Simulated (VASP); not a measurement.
# Mo (Im-3m) in VASP: further runs

The runs below take Mo through single point, with PBE, LDA, r2SCAN.

Everything below comes from runs of VASP 6.6.1. Logs are shortened: lines on timing, memory, paths and dates and some standing lists are left out, and cuts for length are marked.

## Step 1: The cell of the first run

The structure is cubic, space group Im-3m (No. 229). The conventional cell has a = 3.168 Å, b = 3.168 Å, c = 3.168 Å, α = 90.00°, β = 90.00°, γ = 90.00°. Within 3.6 Å of Mo (site symmetry m-3m) lie 14 Mo at 2.74 to 3.17 Å.

## Step 2: Single point, PBE

The input, INCAR:

```
SYSTEM = Mo
PREC = Accurate
ENCUT = 500
EDIFF = 1E-6
ISMEAR = -1
SIGMA = 0.1
LREAL = .FALSE.
LASPH = .TRUE.
NELM = 120
ALGO = Normal
ISIF = 2
LWAVE = .FALSE.
LCHARG = .TRUE.
GGA = PE
LELF = .TRUE.
LVHAR = .TRUE.
NBANDS = 13
GGA_COMPAT = .FALSE.
```

The input, KPOINTS:

```
Automatic mesh
0
G
  10 10 10
  0 0 0
```

The input, POSCAR:

```
Mo
1.0
   -1.5838090000      1.5838090000      1.5838090000
    1.5838090000     -1.5838090000      1.5838090000
    1.5838090000      1.5838090000     -1.5838090000
Mo
1
Direct
    0.0000000000      0.0000000000      0.0000000000
```

Potentials or basis: VASP PAW PBE potentials, release 64 (Mo_sv).

On the command line:

```sh
cat potpaw_PBE.64/Mo_sv/POTCAR > POTCAR
mpirun -np 1 vasp_std > vasp.out
```

OUTCAR:

```text
SYSTEM = Mo
   PREC = Accurate
   ENCUT = 500
   EDIFF = 1E-6
   ISMEAR = -1
   LREAL = .FALSE.
   LASPH = .TRUE.
   NELM = 120
   ISIF = 2
   GGA = PE

 ion  position               nearest neighbor table
   1  0.000  0.000  0.000-

  LATTYP: Found a body centered cubic cell.
 ALAT       =     3.1676180000

  Lattice vectors:

 A1 = (  -1.5838090000,   1.5838090000,   1.5838090000)
 A2 = (   1.5838090000,  -1.5838090000,   1.5838090000)
 A3 = (   1.5838090000,   1.5838090000,  -1.5838090000)

Analysis of symmetry for initial positions (statically):
=====================================================================
 Subroutine PRICEL returns:
 Original cell was already a primitive cell.

 Routine SETGRP: Setting up the symmetry group for a
 body centered cubic supercell.

 Subroutine GETGRP returns: Found 48 space group operations
 (whereof 48 operations were pure point group operations)
 out of a pool of 48 trial point group operations.

The static configuration has the point symmetry O_h .

Analysis of symmetry for dynamics (positions and initial velocities):
=====================================================================
 Subroutine PRICEL returns:
 Original cell was already a primitive cell.

 Routine SETGRP: Setting up the symmetry group for a
 body centered cubic supercell.

 Subroutine GETGRP returns: Found 48 space group operations
 (whereof 48 operations were pure point group operations)
 out of a pool of 48 trial point group operations.

The dynamic configuration has the point symmetry O_h .

 Subroutine INISYM returns: Found 48 space group operations
 (whereof 48 operations are pure point group operations),
 and found     1 'primitive' translations

----------------------------------------------------------------------------------------

                                     Primitive cell

  volume of cell :      15.8916

  direct lattice vectors                    reciprocal lattice vectors
    -1.583809000  1.583809000  1.583809000     0.000000000  0.315694632  0.315694632
     1.583809000 -1.583809000  1.583809000     0.315694632  0.000000000  0.315694632
     1.583809000  1.583809000 -1.583809000     0.315694632  0.315694632  0.000000000

  length of vectors
     2.743237657  2.743237657  2.743237657     0.446459631  0.446459631  0.446459631

  position of ions in fractional coordinates (direct lattice)
     0.000000000  0.000000000  0.000000000
[... 81 lines left out ...]
   NFREE  =      0    steps in history (QN), initial steepest desc. (CG)
   ISIF   =      2    stress and relaxation
   ISYM   =      2    0-nonsym 1-usesym 2-fastsym
   POTIM  = 0.5000    time-step for ionic-motion
   TEBEG  =    0.0;   TEEND  =   0.0 temperature during run
   PSTRESS=    0.0 pullay stress
   NELECT =      14.0000    total number of electrons
   NUPDOWN=      -1.0000    fix difference up-down
   EMIN   =  10.00;   EMAX   =-10.00  energy-range for DOS
   EFERMI =   0.00;   METHOD = LEGACY
   ISMEAR =    -1;   SIGMA  =   0.10  broadening in eV -4-tet -1-fermi 0-gaus
   EFERMI_NEDOS =   21; number of points for ismear=-14 and -15
   IALGO  =     38    algorithm
   IMIX   =      4    mixing-type and parameters
     AMIX     =   0.40;   BMIX     =  1.00
     AMIX_MAG =   1.60;   BMIX_MAG =  1.00
  volume/ion in A,a.u.               =      15.89       107.24
  Fermi-wavevector in a.u.,A,eV,Ry     =   1.569380  2.965698 33.510506  2.462953
  Thomas-Fermi vector in A             =   2.671271
   LORBIT       =      0    0 simple, 1 ext, 2 COOP (PROOUT), +10 PAW based schemes
   GGA     = PE    functional components
   LHFCALC =     F    Hartree Fock is set to
   AEXX    =    0.0000 exact exchange contribution
   IVDW    =     0    specifies the selected vdW correction
   LEPSILON=     F    determine dielectric tensor
   LRPA    =     F    only Hartree local field effects (RPA)
 non-spin polarized calculation
  energy-cutoff  :      500.00
  volume of cell :       15.89
 maximum number of plane-waves:       418
   NGX =  9   NGY =  9   NGZ =  9

 number of electron      14.0000005 magnetization

 Free energy of the ion-electron system (eV)
  ---------------------------------------------------
  ext. energy  EPLUGINS =         0.00000000
  ---------------------------------------------------
  free energy    TOTEN  =       -10.93487793 eV

  energy without entropy =      -10.90387370  energy(sigma->0) =      -10.91937581

 E-fermi :  12.4133     XC(G=0): -13.2952

 val. band max:       12.3651516187   @ k =  -0.2000   0.2000   0.1000
 cond. band min:      12.4247455605   @ k =  -0.3000   0.3000   0.3000
 fundamental gap:      0.0595939418
 Fermi energy:        12.4132888601

 k-point     1 :       0.0000    0.0000    0.0000
  band No.  band energies     occupation
      1     -48.9313      2.00000
      2     -22.2360      2.00000
      3     -22.2360      2.00000
      4     -22.2360      2.00000
      5       5.1493      2.00000
      6      11.0059      2.00000
      7      11.0059      2.00000
      8      11.0059      2.00000
      9      13.9716      0.00000
     10      13.9716      0.00000
     11      27.1359      0.00000
     12      27.1359      0.00000
     13      27.1359      0.00000
[... 354 lines left out ...]
  band No.  band energies     occupation
      1     -48.7514      2.00000
      2     -23.1074      2.00000
      3     -22.5643      2.00000
      4     -22.3417      2.00000
      5       7.7346      2.00000
      6      10.0107      2.00000
      7      10.6944      2.00000
      8      12.8642      0.02178
      9      14.1503      0.00000
     10      14.9449      0.00000
     11      26.4858      0.00000
     12      27.9945      0.00000
     13      32.0683      0.00000

 [... further k-points ...]

------------------------ aborting loop because EDIFF is reached ----------------------------------------

  FORCE on cell =-STRESS in cart. coord.  units (eV):
  Direction    XX          YY          ZZ          XY          YZ          ZX
  --------------------------------------------------------------------------------------
  -------------------------------------------------------------------------------------
  Total       -0.1212436     -0.1212436     -0.1212436      0.0000000     -0.0000000      0.0000000
  in kB      -12.2236564    -12.2236564    -12.2236564      0.0000000     -0.0000000      0.0000000
  external PRESSURE =     -12.2236564 kB  Pullay stress =       0.0000000 kB

 VOLUME and BASIS-vectors are now :
 -----------------------------------------------------------------------------
  energy-cutoff  :      500.00
  volume of cell :       15.89
      direct lattice vectors                 reciprocal lattice vectors
    -1.583809000  1.583809000  1.583809000     0.000000000  0.315694632  0.315694632
     1.583809000 -1.583809000  1.583809000     0.315694632  0.000000000  0.315694632
     1.583809000  1.583809000 -1.583809000     0.315694632  0.315694632  0.000000000

 POSITION                                       TOTAL-FORCE (eV/Angst)
 -----------------------------------------------------------------------------------
      0.00000      0.00000      0.00000        -0.000000      0.000000      0.000000
 -----------------------------------------------------------------------------------
    total drift:                                0.000000      0.000000      0.000000

  FREE ENERGIE OF THE ION-ELECTRON SYSTEM (eV)
  ---------------------------------------------------
  free  energy   TOTEN  =       -10.9348779260 eV

  energy  without entropy=      -10.9038736960  energy(sigma->0) =      -10.91937581
```

OSZICAR:

```text
N       E                     dE             d eps       ncg     rms          rms(c)
DAV:   1     0.898499236689E+02    0.89850E+02   -0.76723E+03  1246   0.106E+03
DAV:   2    -0.105160394871E+02   -0.10037E+03   -0.96797E+02  1427   0.305E+02
DAV:   3    -0.116078383425E+02   -0.10918E+01   -0.10891E+01  1357   0.317E+01
DAV:   4    -0.116105306512E+02   -0.26923E-02   -0.26922E-02  1342   0.186E+00
DAV:   5    -0.116105469364E+02   -0.16285E-04   -0.16286E-04  1412   0.132E-01    0.142E+01
DAV:   6    -0.110120801141E+02    0.59847E+00   -0.75097E-01  1257   0.106E+01    0.370E+00
DAV:   7    -0.109381850534E+02    0.73895E-01   -0.13278E-01  1312   0.425E+00    0.929E-01
DAV:   8    -0.109348185219E+02    0.33665E-02   -0.41432E-03  1257   0.823E-01    0.165E-01
DAV:   9    -0.109348716981E+02   -0.53176E-04   -0.12476E-04  1372   0.141E-01    0.667E-02
DAV:  10    -0.109348775038E+02   -0.58058E-05   -0.14205E-05  1272   0.448E-02    0.282E-03
DAV:  11    -0.109348779260E+02   -0.42217E-06   -0.10559E-07   696   0.364E-03
   1 F= -.10934878E+02 E0= -.10919376E+02  d E =-.310042E-01
```

stdout:

```text
POSCAR found type information on POSCAR Mo
 POSCAR found :  1 types and       1 ions
 scaLAPACK will be used
 LDA part: xc-table for (Slater+PW92), standard interpolation
 POSCAR, INCAR and KPOINTS ok, starting setup
 FFT: planning ... GRIDC
 FFT: planning ... GRID_SOFT
 FFT: planning ... GRID
 WAVECAR not read
 entering main loop
```

Run time: 7.2 s. Hardware: 1 thread of Intel Xeon Platinum 8488C (Sapphire Rapids), shared host; peak memory 0.12 GiB.

Results:

```yaml
Free_energy: -10.9349 eV
Pressure: -1.2 GPa
Band_gap_on_the_k_mesh: zero (bands 7 and 8 overlap by 5.22 eV)
```

## Step 3: Single point, LDA

The input, INCAR:

```
  ALGO = Normal
  EDIFF = 1E-6
  ENCUT = 500
  GGA_COMPAT = False
  ISIF = 2
  ISMEAR = -1
  LASPH = True
  LCHARG = False
  LREAL = False
  LWAVE = False
  NBANDS = 13
  NELM = 120
  PREC = Accurate
  SIGMA = 0.1
```

The input, KPOINTS:

```
k-points
0
Gamma
  10 10 10
```

POSCAR is that of step 2.

Potentials or basis: VASP PAW LDA potentials, release 64 (Mo_sv).

On the command line:

```sh
cat potpaw_LDA.64/Mo_sv/POTCAR > POTCAR
mpirun -np 1 vasp_std > vasp.out
```

Run time: 6.2 s. Hardware: 1 thread of Intel Xeon Platinum 8488C (Sapphire Rapids), shared host; peak memory 0.12 GiB.

It converged, with:

| Item | Value |
| --- | --- |
| Free energy | -12.0993 eV |
| Pressure | -13.1 GPa |
| Band gap on the k mesh | zero (bands 7 and 8 overlap by 5.26 eV) |

Levels at points of the mesh, in eV from the Fermi level:
```
           k point  band 5  band 6  band 7  band 8  band 9  band 10
(0.00, 0.00, 0.00)   -7.26   -1.42   -1.42   -1.42    1.52     1.52
(0.50, 0.00, 0.00)   -5.32   -3.41    1.53    1.55    2.16     4.59
(0.50, 0.50, 0.50)   -5.42   -5.42    3.84    3.84    3.84     8.84
```

Caveat: the cell stands under tension.

## Step 4: Single point, LDA

The input, INCAR:

```
PREC = Accurate ; ENCUT = 500
EDIFF = 1E-6 ; ISMEAR = -1
SIGMA = 0.1 ; LREAL = F
LASPH = T ; NELM = 120
ALGO = Normal ; ISIF = 2
LWAVE = F ; LCHARG = F
GGA = CA ; NBANDS = 13
GGA_COMPAT = F
```

The input, KPOINTS:

```
Automatic mesh
0
Gamma
  10 10 10
```

POSCAR is that of step 3.

Potentials or basis: VASP PAW LDA potentials, release 64 (Mo_sv).

On the command line:

```sh
cat potpaw_LDA.64/Mo_sv/POTCAR > POTCAR
mpirun -np 1 vasp_std > vasp.out
```

OUTCAR:

```text
PREC = Accurate
   ENCUT = 500
   EDIFF = 1E-6
   ISMEAR = -1
   LREAL = F
   LASPH = T
   NELM = 120
   ISIF = 2
   GGA = CA

 ion  position               nearest neighbor table
   1  0.000  0.000  0.000-

  LATTYP: Found a body centered cubic cell.
 ALAT       =     3.1676180000

  Lattice vectors:

 A1 = (  -1.5838090000,   1.5838090000,   1.5838090000)
 A2 = (   1.5838090000,  -1.5838090000,   1.5838090000)
 A3 = (   1.5838090000,   1.5838090000,  -1.5838090000)

[... 560 lines left out ...]
     13      31.9362      0.00000

 [... further k-points ...]

------------------------ aborting loop because EDIFF is reached ----------------------------------------

  FORCE on cell =-STRESS in cart. coord.  units (eV):
  Direction    XX          YY          ZZ          XY          YZ          ZX
  --------------------------------------------------------------------------------------
  -------------------------------------------------------------------------------------
  Total       -1.3031235     -1.3031235     -1.3031235     -0.0000000     -0.0000000     -0.0000000
  in kB     -131.3795475   -131.3795475   -131.3795475     -0.0000000     -0.0000000     -0.0000000
  external PRESSURE =    -131.3795475 kB  Pullay stress =       0.0000000 kB

 VOLUME and BASIS-vectors are now :
 -----------------------------------------------------------------------------
  energy-cutoff  :      500.00
  volume of cell :       15.89
      direct lattice vectors                 reciprocal lattice vectors
    -1.583809000  1.583809000  1.583809000     0.000000000  0.315694632  0.315694632
     1.583809000 -1.583809000  1.583809000     0.315694632  0.000000000  0.315694632
     1.583809000  1.583809000 -1.583809000     0.315694632  0.315694632  0.000000000

 POSITION                                       TOTAL-FORCE (eV/Angst)
 -----------------------------------------------------------------------------------
      0.00000      0.00000      0.00000        -0.000000      0.000000     -0.000000
 -----------------------------------------------------------------------------------
    total drift:                                0.000000     -0.000000      0.000000

  FREE ENERGIE OF THE ION-ELECTRON SYSTEM (eV)
  ---------------------------------------------------
  free  energy   TOTEN  =       -12.0992783411 eV

  energy  without entropy=      -12.0686809765  energy(sigma->0) =      -12.08397966
```

OSZICAR:

```text
N       E                     dE             d eps       ncg     rms          rms(c)
DAV:   1     0.936412935214E+02    0.93641E+02   -0.75127E+03  1238   0.106E+03
DAV:   2    -0.116695421155E+02   -0.10531E+03   -0.10146E+03  1377   0.314E+02
DAV:   3    -0.128628448656E+02   -0.11933E+01   -0.11896E+01  1342   0.343E+01
DAV:   4    -0.128658960583E+02   -0.30512E-02   -0.30511E-02  1342   0.203E+00
DAV:   5    -0.128659164480E+02   -0.20390E-04   -0.20389E-04  1382   0.152E-01    0.150E+01
DAV:   6    -0.121909966085E+02    0.67492E+00   -0.81211E-01  1257   0.114E+01    0.346E+00
DAV:   7    -0.121057006767E+02    0.85296E-01   -0.12333E-01  1317   0.404E+00    0.981E-01
DAV:   8    -0.120993659199E+02    0.63348E-02   -0.48774E-03  1252   0.888E-01    0.201E-01
DAV:   9    -0.120992684555E+02    0.97464E-04   -0.16656E-04  1459   0.160E-01    0.632E-02
DAV:  10    -0.120992783303E+02   -0.98748E-05   -0.71943E-06  1252   0.286E-02    0.227E-03
DAV:  11    -0.120992783411E+02   -0.10825E-07   -0.17441E-07   636   0.523E-03
   1 F= -.12099278E+02 E0= -.12083980E+02  d E =-.305974E-01
```

stdout:

```text
POSCAR found type information on POSCAR Mo
 POSCAR found :  1 types and       1 ions
 scaLAPACK will be used
 LDA part: xc-table for (Slater(with rela. corr.)+CA(PZ))
 , standard interpolation
 POSCAR, INCAR and KPOINTS ok, starting setup
 FFT: planning ... GRIDC
 FFT: planning ... GRID_SOFT
 FFT: planning ... GRID
 WAVECAR not read
 entering main loop
```

Wall time 5.8 s (1 thread of Intel Xeon Platinum 8488C (Sapphire Rapids), shared host); peak memory 0.12 GiB.

What came out:

```yaml
Free_energy: -12.0993 eV
Pressure: -13.1 GPa
Band_gap_on_the_k_mesh: zero (bands 7 and 8 overlap by 5.26 eV)
```

Caveat: the cell stands under tension.

## Step 5: Single point, r2SCAN

POSCAR is that of step 4.

The input, INCAR.step1:

```
SYSTEM = Mo
PREC = Accurate
ENCUT = 550
ISMEAR = -1
SIGMA = 0.1
LREAL = .False.
LASPH = .True.
NELM = 120
NBANDS = 13
GGA = PE
ALGO = Normal
EDIFF = 1E-5
LWAVE = .True.
LCHARG = .False.
GGA_COMPAT = .False.
```

The input, INCAR.step2:

```
SYSTEM = Mo
PREC = Accurate
ENCUT = 550
EDIFF = 1E-6
ISMEAR = -1
SIGMA = 0.1
LREAL = .False.
LASPH = .True.
NELM = 120
ALGO = Normal
ISIF = 2
LWAVE = .False.
LCHARG = .False.
METAGGA = R2SCAN
LMIXTAU = .True.
NBANDS = 13
ISTART = 1
GGA_COMPAT = .False.
```

The input, KPOINTS:

```
Automatic mesh
0
Gamma
  10 10 10
  0 0 0
```

Potentials or basis: VASP PAW PBE potentials, release 64 (Mo_sv).

On the command line:

```sh
cat potpaw_PBE.64/Mo_sv/POTCAR > POTCAR
cp INCAR.step1 INCAR
mpirun -np 1 vasp_std > vasp.out
cp INCAR.step2 INCAR
mpirun -np 1 vasp_std > vasp.out
```

It took 35 s on 1 thread of Intel Xeon Platinum 8488C (Sapphire Rapids), shared host; peak memory 0.15 GiB.

Results (log left out):

- Free energy: -26.0705 eV
- Pressure: -3.2 GPa
- Band gap on the k mesh: zero (bands 7 and 8 overlap by 5.44 eV)

Levels at points of the mesh, in eV from the Fermi level:
```tsv
k point	band 3	band 4	band 5	band 6	band 7	band 8	band 9	band 10	band 11	band 12
(0.00, 0.00, 0.00)	-35.82	-35.82	-7.70	-1.48	-1.48	-1.48	1.79	1.79	15.38	15.38
(0.50, 0.00, 0.00)	-36.27	-35.83	-5.58	-3.59	1.42	1.76	2.45	4.73	11.90	12.38
(0.50, 0.50, 0.50)	-36.80	-36.80	-5.61	-5.61	3.96	3.96	3.96	9.25	9.25	9.25
```

Caveat: the cell stands under tension; the PAW data sets were made with another functional, which shifts forces and pressure a little.

## Step 6: Overview

| level | potentials or basis | cutoff (eV) | gap on the mesh (eV) | pressure (GPa) |
| --- | --- | --- | --- | --- |
| PBE | VASP PAW PBE potentials, release 64 (Mo_sv) | 500 | none | -1.2 |
| LDA | VASP PAW LDA potentials, release 64 (Mo_sv) | 500 | none | -13.1 |
| r2SCAN | VASP PAW PBE potentials, release 64 (Mo_sv) | 550 | none | -3.2 |

Alike in all rows: task single point; no spin polarisation; cell as given; k mesh 10 × 10 × 10; smearing fermi-dirac 0.1 eV.

Caveats: the cell stands under tension (at least some runs); the PAW data sets were made with another functional, which shifts forces and pressure a little (at least some runs).

Total energies depend on the potentials used, so only differences within one code and one set of settings carry meaning.
